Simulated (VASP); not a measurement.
**Mg2O5 (cubic X2O5 type): single point with PBE**

Mg2O5 (cubic X2O5 type):

```
Mg O
1.0
     5.21311    0.00000    0.00000
     0.00000    5.21311    0.00000
     0.00000    0.00000    5.21311
Mg O
4 10
Direct
  0.00000 0.00000 0.00000
  0.50000 0.50000 0.00000
  0.50000 0.00000 0.50000
  0.00000 0.50000 0.50000
  0.50000 0.00000 0.00000
  0.00000 0.50000 0.00000
  0.00000 0.00000 0.50000
  0.50000 0.50000 0.50000
  0.75000 0.75000 0.25000
  0.75000 0.25000 0.75000
  0.25000 0.75000 0.75000
  0.75000 0.25000 0.25000
  0.25000 0.75000 0.25000
  0.25000 0.25000 0.75000
```

```
Program             : VASP 6.6.1
Task                : single point
Functional          : PBE
Potentials or basis : VASP PAW PBE potentials, release 64 (Mg, O)
Cutoff              : 520 eV
k mesh              : 11 × 11 × 11
Occupations         : fermi-dirac, width 0.0612256 eV
Spin                : no spin polarisation
```

```yaml
Pressure: -2.9 GPa
Band_gap_on_the_k_mesh: zero (bands 34 and 35 overlap by 0.26 eV)
```

Levels at points of the mesh, in eV from the Fermi level:
```
           k point  band 30  band 31  band 32  band 33  band 34  band 35  band 36  band 37  band 38  band 39
(0.00, 0.00, 0.00)    -0.54    -0.54    -0.08    -0.08    -0.08     0.29     0.29     0.29     0.38     0.38
```

Wall time 6.6 min on 1 thread of Oxide Virtual Turin-like Processor (shared host), peak memory 0.37 GiB.

Caveat: semilocal functionals underestimate gaps, and a narrow one can read as zero.
